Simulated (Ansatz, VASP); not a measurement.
# Two plane-wave programs on Ir2O

```
CELL_PARAMETERS angstrom
-1.35217 1.35217 10.83934
1.35217 -1.35217 10.83934
1.35217 1.35217 -10.83934
ATOMIC_POSITIONS crystal
Ir 0.17486 0.17486 0.00000
Ir 0.92486 0.42486 0.50000
Ir 0.57514 0.07514 0.50000
Ir 0.82514 0.82514 0.00000
O 0.00000 0.00000 0.00000
O 0.75000 0.25000 0.50000
```

Alike in both runs: functional PBE; k mesh 6 × 6 × 6; occupations gaussian, width 0.1 eV; no spin polarisation.

Ansatz relaxed the structure, and its values are those at the end. VASP's run is a single point on that final structure, the one shown.

|  | VASP | Ansatz |
| --- | --- | --- |
| version | VASP 6.6.1 | Ansatz 0.2.0 |
| potentials or method | VASP PAW PBE potentials, release 64 (Ir_sv_GW, O), cutoff 600 eV | scalar-relativistic, plane waves, PAW |
| valence electrons in the cell | 80 | 80 |

|  | VASP | Ansatz | Ansatz less VASP |
| --- | --- | --- | --- |
| gap on the k mesh at the Fermi level (eV) | none | none | - |
| pressure (GPa) | -0.8 | 0.1 | +0.85 |
| rms of the force components (eV/Å) | 0.003 | 0.005 | +0.0030 |

A gap of «none» marks a metal or a gap that the smearing closes.

The k mesh is coarse, so the values compare programs but aren't converged. Spin-orbit coupling is off throughout.
